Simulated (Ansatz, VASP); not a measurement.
# One calculation of W, two programs

Contents of INCAR:

```
SYSTEM = W
  ALGO = Fast
  EDIFF = 1E-6
  ENCUT = 520
  GGA = PS
  ISIF = 2
  ISMEAR = 0
  LASPH = .True.
  LCHARG = .False.
  LREAL = .False.
  LWAVE = .False.
  NBANDS = 96
  NELM = 60
  PREC = Accurate
  SIGMA = 0.1
```

Contents of KPOINTS:

```
k-points
0
Gamma
  3 3 3
  0 0 0
```

Contents of POSCAR:

```
W
1.0
    3.2536682570      1.8785062441      5.5488128798
   -3.2536682570      1.8785062441      5.5488128798
    0.0000000000     -3.7570124880      5.5488128798
W
12
Direct
    0.0101900000      0.6536100000      0.0101900000
    0.0101900000      0.0101900000      0.6536100000
    0.6536100000      0.0101900000      0.0101900000
    0.9898100000      0.3463900000      0.9898100000
    0.3463900000      0.9898100000      0.9898100000
    0.9898100000      0.9898100000      0.3463900000
    0.2211800000      0.6306000000      0.2211800000
    0.2211800000      0.2211800000      0.6306000000
    0.6306000000      0.2211800000      0.2211800000
    0.7788200000      0.3694000000      0.7788200000
    0.3694000000      0.7788200000      0.7788200000
    0.7788200000      0.7788200000      0.3694000000
```

Input for Ansatz:

```yaml
crystal:
  lattice:
    - [3.253668257, 1.8785062441, 5.5488128798]
    - [-3.253668257, 1.8785062441, 5.5488128798]
    - [0.0, -3.757012488, 5.5488128798]
  atoms:
    - { symbol: W, position: [0.01019, 0.65361, 0.01019] }
    - { symbol: W, position: [0.01019, 0.01019, 0.65361] }
    - { symbol: W, position: [0.65361, 0.01019, 0.01019] }
    - { symbol: W, position: [0.98981, 0.34639, 0.98981] }
    - { symbol: W, position: [0.34639, 0.98981, 0.98981] }
    - { symbol: W, position: [0.98981, 0.98981, 0.34639] }
    - { symbol: W, position: [0.22118, 0.6306, 0.22118] }
    - { symbol: W, position: [0.22118, 0.22118, 0.6306] }
    - { symbol: W, position: [0.6306, 0.22118, 0.22118] }
    - { symbol: W, position: [0.77882, 0.3694, 0.77882] }
    - { symbol: W, position: [0.3694, 0.77882, 0.77882] }
    - { symbol: W, position: [0.77882, 0.77882, 0.3694] }
basis:
  ecutwfc: 420
kpoints:
  mp_grid: { grid: [3, 3, 3] }
hamiltonian:
  xc: pbesol
scf:
  occupations: { method: gaussian, width: 0.1 }
  lower_state_search: "off"
output:
  forces: true
  stress: true
  eigenvalues: true
```

Alike in both runs: task single point; functional PBEsol; k mesh 3 × 3 × 3; occupations gaussian, width 0.1 eV; no spin polarisation.

|  | VASP | Ansatz |
| --- | --- | --- |
| version | VASP 6.6.1 | Ansatz 0.2.0 |
| potentials or method | VASP PAW PBE potentials, release 64 (W_sv), cutoff 520 eV | scalar-relativistic, plane waves, PAW |
| valence electrons in the cell | 168 | 168 |

|  | VASP | Ansatz | Ansatz less VASP |
| --- | --- | --- | --- |
| gap on the k mesh at the Fermi level (eV) | none | none | - |
| rms of the force components (eV/Å) | 4.110 | 3.960 | -0.1501 |

VASP's potentials were made for PBE, not for PBEsol. Atom by atom the forces differ by 0.163 eV/Å (rms over components). A gap of «none» marks a metal or a gap that the smearing closes.

The k mesh is coarse, so the values compare programs but aren't converged. Spin-orbit coupling is off throughout.
